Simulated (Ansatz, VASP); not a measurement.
Rh in VASP and in Ansatz

Contents of POSCAR:

```
Rh
1.0
    0.0000000000      1.8540112500      1.8064725000
    1.8540112500      0.0000000000      1.8064725000
    1.8540112500      1.8540112500      0.0000000000
Rh
1
Direct
    0.0000000000      0.0000000000      0.0000000000
```

File INCAR.step1:

```
ALGO = Normal
EDIFF = 1E-4
ENCUT = 520
GGA = PE
ISMEAR = 0
LASPH = T
LCHARG = F
LREAL = F
LWAVE = T
NBANDS = 14
NELM = 100
PREC = Accurate
SIGMA = 0.15
```

INCAR.step2

```
ALGO = Normal
EDIFF = 1E-6
ENCUT = 520
ISIF = 2
ISMEAR = 0
ISTART = 1
LASPH = T
LCHARG = F
LMIXTAU = T
LREAL = F
LWAVE = F
METAGGA = R2SCAN
NBANDS = 14
NELM = 100
PREC = Accurate
SIGMA = 0.15
```

KPOINTS

```
k-points
0
Gamma
  22 22 22
```

Input for Ansatz:

```yaml
crystal:
  lattice:
    - [0.0, 1.85401125, 1.8064725]
    - [1.85401125, 0.0, 1.8064725]
    - [1.85401125, 1.85401125, 0.0]
  atoms:
    - { symbol: Rh, position: [0.0, 0.0, 0.0] }
basis:
  ecutwfc: 500
kpoints:
  mp_grid: { grid: [22, 22, 22] }
hamiltonian:
  xc: r2scan
scf:
  occupations: { method: gaussian, width: 0.15 }
output:
  forces: true
  stress: true
  eigenvalues: true
```

Change from the starting cell: strain -0.025 along x and y, -0.050 along z, atoms carried along.

Alike in both runs: task single point; functional r2SCAN; k mesh 22 × 22 × 22; occupations gaussian, width 0.15 eV; no spin polarisation.

```csv
,VASP,Ansatz
version,VASP 6.6.1,Ansatz 0.2.0
potentials or method,"VASP PAW PBE potentials, release 64 (Rh_pv), cutoff 520 eV","scalar-relativistic, plane waves, PAW"
valence electrons in the cell,15,17
```

VASP gave:

```
gap on the k mesh at the Fermi level (eV)                     : none
pressure (GPa)                                                : 38.3
traceless stress, the component that is largest in VASP (GPa) : 5.49
```

Problem. Estimate Ansatz's values.

Solution. gap on the k mesh at the Fermi level (eV): none; pressure (GPa): 36.4; traceless stress, the component that is largest in VASP (GPa): 5.46.

VASP's potentials were made for PBE, not for r2SCAN. A gap of «none» marks a metal or a gap that the smearing closes. Both programs put the cell under a high pressure, so it lies far from rest at this level. VASP's potentials hold 15 valence electrons a cell and Ansatz's 17, so a difference there can come from the potentials and not from the codes.
